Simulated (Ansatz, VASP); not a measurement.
**One calculation of Be, two programs**

```
CELL_PARAMETERS angstrom
2.26567 0.00000 0.00000
-1.13284 1.96213 0.00000
0.00000 0.00000 3.55870
ATOMIC_POSITIONS crystal
Be 0.33333 0.66667 0.25000
Be 0.66667 0.33333 0.75000
```

Alike in both runs: task single point; functional PBE; k mesh 16 × 16 × 9; occupations gaussian, width 0.01 eV; no spin polarisation.

|  | VASP | Ansatz |
| --- | --- | --- |
| version | VASP 6.6.1 | Ansatz 0.2.0 |
| potentials or method | VASP PAW PBE potentials, release 64 (Be), cutoff 520 eV | plane waves (420 eV) with PAW, scalar-relativistic |
| valence electrons in the cell | 4 | 4 |

Ansatz gave:

```
pressure (GPa)                                                : 0.0
traceless stress, the component that is largest in VASP (GPa) : -0.26
```

Problem. Which values does VASP return?

Solution. Pressure (GPa): 0.2; traceless stress, the component that is largest in VASP (GPa): -0.23.
